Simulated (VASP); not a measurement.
# Al (Fm-3m) in VASP: single point with r2SCAN

Aim: the single point of Al with r2SCAN.

All numbers are computed with VASP 6.6.1; they aren't measurements. Logs are shortened: lines on timing, memory, paths and dates and some standing lists are left out, and cuts for length are marked.

## Step 1: The cell of the first run

Symmetry: Fm-3m, No. 225, cubic system. The conventional cell has a = 4.039 Å, b = 4.039 Å, c = 4.039 Å, α = 90.00°, β = 90.00°, γ = 90.00°. Al (site symmetry m-3m) has 12 Al at 2.86 Å within 3.8 Å.

## Step 2: Single point, r2SCAN

The input, POSCAR:

```
Al
1.0
    0.0000000000      2.0194648500      2.0194648500
    2.0194648500      0.0000000000      2.0194648500
    2.0194648500      2.0194648500      0.0000000000
Al
1
Direct
    0.0000000000      0.0000000000      0.0000000000
```

The input, INCAR.step1:

```
  PREC = Accurate
  ENCUT = 550
  ISMEAR = 0
  SIGMA = 0.1
  LREAL = F
  LASPH = T
  NELM = 120
  NBANDS = 8
  GGA = PE
  ALGO = Normal
  EDIFF = 1E-5
  LWAVE = T
  LCHARG = F
  GGA_COMPAT = F
```

The input, INCAR.step2:

```
  PREC = Accurate
  ENCUT = 550
  EDIFF = 1E-6
  ISMEAR = 0
  SIGMA = 0.1
  LREAL = F
  LASPH = T
  NELM = 120
  ALGO = Normal
  ISIF = 2
  LWAVE = F
  LCHARG = F
  METAGGA = R2SCAN
  LMIXTAU = T
  NBANDS = 8
  ISTART = 1
  GGA_COMPAT = F
```

The input, KPOINTS:

```
Automatic mesh
0
Gamma
  8 8 8
```

Potentials or basis: VASP PAW PBE potentials, release 64 (Al).

Started as:

```sh
$ cat potpaw_PBE.64/Al/POTCAR > POTCAR
$ cp INCAR.step1 INCAR
$ mpirun -np 1 vasp_std > vasp.out
$ cp INCAR.step2 INCAR
$ mpirun -np 1 vasp_std > vasp.out
```

OUTCAR:

```text
PREC = Accurate
   ENCUT = 550
   EDIFF = 1E-6
   ISMEAR = 0
   LREAL = F
   LASPH = T
   NELM = 120
   ISIF = 2
   METAGGA = R2SCAN
   ISTART = 1

 ion  position               nearest neighbor table
   1  0.000  0.000  0.000-

  LATTYP: Found a face centered cubic cell.
 ALAT       =     4.0389297000

  Lattice vectors:

 A1 = (   0.0000000000,   2.0194648500,   2.0194648500)
 A2 = (   2.0194648500,   0.0000000000,   2.0194648500)
 A3 = (   2.0194648500,   2.0194648500,   0.0000000000)

Analysis of symmetry for initial positions (statically):
=====================================================================
 Subroutine PRICEL returns:
 Original cell was already a primitive cell.

 Routine SETGRP: Setting up the symmetry group for a
 face centered cubic supercell.

 Subroutine GETGRP returns: Found 48 space group operations
 (whereof 48 operations were pure point group operations)
 out of a pool of 48 trial point group operations.

The static configuration has the point symmetry O_h .

Analysis of symmetry for dynamics (positions and initial velocities):
=====================================================================
 Subroutine PRICEL returns:
 Original cell was already a primitive cell.

 Routine SETGRP: Setting up the symmetry group for a
 face centered cubic supercell.

 Subroutine GETGRP returns: Found 48 space group operations
 (whereof 48 operations were pure point group operations)
 out of a pool of 48 trial point group operations.

The dynamic configuration has the point symmetry O_h .

 Subroutine INISYM returns: Found 48 space group operations
 (whereof 48 operations are pure point group operations),
 and found     1 'primitive' translations

----------------------------------------------------------------------------------------

                                     Primitive cell

  volume of cell :      16.4717

  direct lattice vectors                    reciprocal lattice vectors
     0.000000000  2.019464850  2.019464850    -0.247590346  0.247590346  0.247590346
     2.019464850  0.000000000  2.019464850     0.247590346 -0.247590346  0.247590346
     2.019464850  2.019464850  0.000000000     0.247590346  0.247590346 -0.247590346

  length of vectors
     2.855954580  2.855954580  2.855954580     0.428839058  0.428839058  0.428839058

  position of ions in fractional coordinates (direct lattice)
     0.000000000  0.000000000  0.000000000

  ion indices of the primitive-cell ions
   primitive index   ion index
                 1           1

----------------------------------------------------------------------------------------

 KPOINTS: Automatic mesh

Automatic generation of k-mesh.
 Grid dimensions read from file:
 generate k-points for:    8    8    8

 Generating k-lattice:

  Cartesian coordinates                     Fractional coordinates (reciprocal lattice)
    -0.030948793  0.030948793  0.030948793     0.125000000  0.000000000  0.000000000
     0.030948793 -0.030948793  0.030948793     0.000000000  0.125000000  0.000000000
     0.030948793  0.030948793 -0.030948793     0.000000000  0.000000000  0.125000000

  Length of vectors
     0.053604882  0.053604882  0.053604882

  Shift w.r.t. Gamma in fractional coordinates (k-lattice)
     0.000000000  0.000000000  0.000000000

 Subroutine IBZKPT returns following result:
 ===========================================

 Found     29 irreducible k-points:

 Following reciprocal coordinates:
            Coordinates               Weight
  0.000000  0.000000  0.000000      1.000000
  0.125000  0.000000  0.000000      8.000000
  0.250000  0.000000  0.000000      8.000000
  0.375000  0.000000  0.000000      8.000000
  0.500000  0.000000  0.000000      4.000000
  0.125000  0.125000  0.000000      6.000000
[... 16 lines left out ...]
  0.500000  0.250000  0.125000     48.000000
 -0.375000  0.250000  0.125000     24.000000
 [... further k-points ...]
   k-points           NKPTS =     29   k-points in BZ     NKDIM =     29   number of bands    NBANDS=      8
   number of dos      NEDOS =    301   number of ions     NIONS =      1
   total plane-waves  NPLWV =  13824
   dimension x,y,z NGX =    24 NGY =   24 NGZ =   24
   dimension x,y,z NGXF=    48 NGYF=   48 NGZF=   48
   ions per type =               1
   NGX,Y,Z   is equivalent  to a cutoff of  13.97, 13.97, 13.97 a.u.
   NGXF,Y,Z  is equivalent  to a cutoff of  27.94, 27.94, 27.94 a.u.
 SYSTEM =  unknown system
   PREC   = accura    normal or accurate (medium, high low for compatibility)
   ISTART =      1    job   : 0-new  1-cont  2-samecut
   ICHARG =      0    charge: 1-file 2-atom 10-const
   ISPIN  =      1    spin polarized calculation?
   LNONCOLLINEAR =      F non collinear calculations
   LSORBIT =      F    spin-orbit coupling
   LASPH  =      T    aspherical Exc in radial PAW
   ENCUT  =  550.0 eV  40.42 Ry    6.36 a.u.   5.46  5.46  5.46*2*pi/ulx,y,z
   NELM   =    120;   NELMIN=  2; NELMDL=  0     # of ELM steps
   EDIFF  = 0.1E-05   stopping-criterion for ELM
   LREAL  =      F    real-space projection
   EDIFFG = 0.1E-04   stopping-criterion for IOM
   NSW    =      0    number of steps for IOM
   IBRION =     -1    ionic relax: 0-MD 1-quasi-New 2-CG
   NFREE  =      0    steps in history (QN), initial steepest desc. (CG)
   ISIF   =      2    stress and relaxation
   ISYM   =      2    0-nonsym 1-usesym 2-fastsym
   POTIM  = 0.5000    time-step for ionic-motion
   TEBEG  =    0.0;   TEEND  =   0.0 temperature during run
   PSTRESS=    0.0 pullay stress
   NELECT =       3.0000    total number of electrons
   NUPDOWN=      -1.0000    fix difference up-down
   EMIN   =  10.00;   EMAX   =-10.00  energy-range for DOS
   EFERMI =   0.00;   METHOD = LEGACY
   ISMEAR =     0;   SIGMA  =   0.10  broadening in eV -4-tet -1-fermi 0-gaus
   EFERMI_NEDOS =   21; number of points for ismear=-14 and -15
   IALGO  =     38    algorithm
   IMIX   =      4    mixing-type and parameters
     AMIX     =   0.40;   BMIX     =  1.00
     AMIX_MAG =   1.60;   BMIX_MAG =  1.00
  volume/ion in A,a.u.               =      16.47       111.16
  Fermi-wavevector in a.u.,A,eV,Ry     =   0.927974  1.753616 11.716453  0.861135
  Thomas-Fermi vector in A             =   2.054101
   LORBIT       =      0    0 simple, 1 ext, 2 COOP (PROOUT), +10 PAW based schemes
   METAGGA = R2SCAN    functional components
   LHFCALC =     F    Hartree Fock is set to
   AEXX    =    0.0000 exact exchange contribution
   IVDW    =     0    specifies the selected vdW correction
   LEPSILON=     F    determine dielectric tensor
   LRPA    =     F    only Hartree local field effects (RPA)
 non-spin polarized calculation
 Gauss-broadening in eV      SIGMA  =   0.10
  energy-cutoff  :      550.00
  volume of cell :       16.47
 maximum number of plane-waves:       531
 NGX is ok and might be reduce to    24
   NGX = 11   NGY = 11   NGZ = 11

 number of electron       3.0000000 magnetization

 Free energy of the ion-electron system (eV)
  ---------------------------------------------------
  ext. energy  EPLUGINS =         0.00000000
  ---------------------------------------------------
  free energy    TOTEN  =        -6.72543154 eV

  energy without entropy =       -6.72279416  energy(sigma->0) =       -6.72411285

 E-fermi :   8.0750     XC(G=0): -10.9115

 val. band max:        8.0707242971   @ k =  -0.2500   0.5000   0.2500
 cond. band min:       8.1741754539   @ k =   0.5000   0.2500   0.1250
 fundamental gap:      0.1034511568
 Fermi energy:         8.0749809588

 k-point     1 :       0.0000    0.0000    0.0000
  band No.  band energies     occupation
      1      -3.8150      2.00000
      2      21.3669      0.00000
      3      21.3669      0.00000
      4      21.3669      0.00000
      5      23.2778      0.00000
      6      23.2778      0.00000
      7      23.2778      0.00000
      8      25.4114      0.00000

 k-point     2 :       0.1250    0.0000    0.0000
  band No.  band energies     occupation
      1      -3.3633      2.00000
      2      16.8763      0.00000
      3      20.4610      0.00000
      4      20.4610      0.00000
      5      23.7726      0.00000
      6      24.8445      0.00000
      7      24.8445      0.00000
      8      26.7675      0.00000

 k-point     3 :       0.2500    0.0000    0.0000
  band No.  band energies     occupation
      1      -2.0168      2.00000
      2      11.6982      0.00000
      3      19.6745      0.00000
      4      19.6745      0.00000
      5      23.3642      0.00000
      6      23.7828      0.00000
      7      23.7828      0.00000
      8      28.0508      0.00000

 k-point     4 :       0.3750    0.0000    0.0000
  band No.  band energies     occupation
      1       0.1995      2.00000
      2       7.1221      2.00000
      3      19.5813      0.00000
      4      19.5813      0.00000
      5      21.6626      0.00000
      6      21.6626      0.00000
      7      23.4212      0.00000
      8      25.8709      0.00000

 k-point     5 :       0.5000    0.0000    0.0000
  band No.  band energies     occupation
      1       3.0309      2.00000
      2       3.4987      2.00000
      3      20.1219      0.00000
      4      20.1219      0.00000
      5      20.3681      0.00000
      6      20.3681      0.00000
      7      24.0178      0.00000
      8      24.5124      0.00000
[... 177 lines left out ...]
 k-point    22 :       0.3750    0.2500    0.1250
  band No.  band energies     occupation
      1      -0.8307      2.00000
      2      12.0864      0.00000
      3      13.7022      0.00000
      4      17.4349      0.00000
      5      20.9137      0.00000
      6      23.0343      0.00000
      7      26.1001      0.00000
      8      29.6528      0.00000

 k-point    23 :       0.5000    0.2500    0.1250
  band No.  band energies     occupation
      1       1.3654      2.00000
      2       8.1742      0.16067
      3      12.9302      0.00000
      4      15.1839      0.00000
      5      21.6570      0.00000
      6      23.9025      0.00000
      7      26.2029      0.00000
      8      30.3864      0.00000

 k-point    24 :      -0.3750    0.2500    0.1250
  band No.  band energies     occupation
      1       4.1521      2.00000
      2       4.6432      2.00000
      3      13.2519      0.00000
      4      14.0083      0.00000
      5      22.2761      0.00000
      6      22.6451      0.00000
      7      29.7461      0.00000
      8      29.9971      0.00000

 [... further k-points ...]

------------------------ aborting loop because EDIFF is reached ----------------------------------------

  FORCE on cell =-STRESS in cart. coord.  units (eV):
  Direction    XX          YY          ZZ          XY          YZ          ZX
  --------------------------------------------------------------------------------------
  -------------------------------------------------------------------------------------
  Total       -0.3002755     -0.3002755     -0.3002755      0.0000000     -0.0000000     -0.0000000
  in kB      -29.2073126    -29.2073126    -29.2073126      0.0000000     -0.0000000     -0.0000000
  external PRESSURE =     -29.2073126 kB  Pullay stress =       0.0000000 kB

 VOLUME and BASIS-vectors are now :
 -----------------------------------------------------------------------------
  energy-cutoff  :      550.00
  volume of cell :       16.47
      direct lattice vectors                 reciprocal lattice vectors
     0.000000000  2.019464850  2.019464850    -0.247590346  0.247590346  0.247590346
     2.019464850  0.000000000  2.019464850     0.247590346 -0.247590346  0.247590346
     2.019464850  2.019464850  0.000000000     0.247590346  0.247590346 -0.247590346

 POSITION                                       TOTAL-FORCE (eV/Angst)
 -----------------------------------------------------------------------------------
      0.00000      0.00000      0.00000         0.000000      0.000000      0.000000
 -----------------------------------------------------------------------------------
    total drift:                               -0.000000      0.000000      0.000000

  FREE ENERGIE OF THE ION-ELECTRON SYSTEM (eV)
  ---------------------------------------------------
  free  energy   TOTEN  =        -6.7254315359 eV

  energy  without entropy=       -6.7227941599  energy(sigma->0) =       -6.72411285
```

Run time: 19 s. Hardware: 1 thread of Intel Xeon 8259CL, shared host; peak memory 0.13 GiB.

What came out:

- Free energy: -6.7254 eV
- Pressure: -2.9 GPa

Levels at points of the mesh, in eV from the Fermi level:
| k point | band 1 | band 2 | band 3 | band 4 |
| --- | --- | --- | --- | --- |
| (0.00, 0.00, 0.00) | -11.89 | 13.29 | 13.29 | 13.29 |
| (0.50, 0.00, 0.00) | -5.04 | -4.58 | 12.05 | 12.05 |
| (0.50, 0.50, 0.00) | -3.21 | -1.69 | 5.43 | 5.97 |

Caveat: the PAW data sets were made with another functional, which shifts forces and pressure a little.
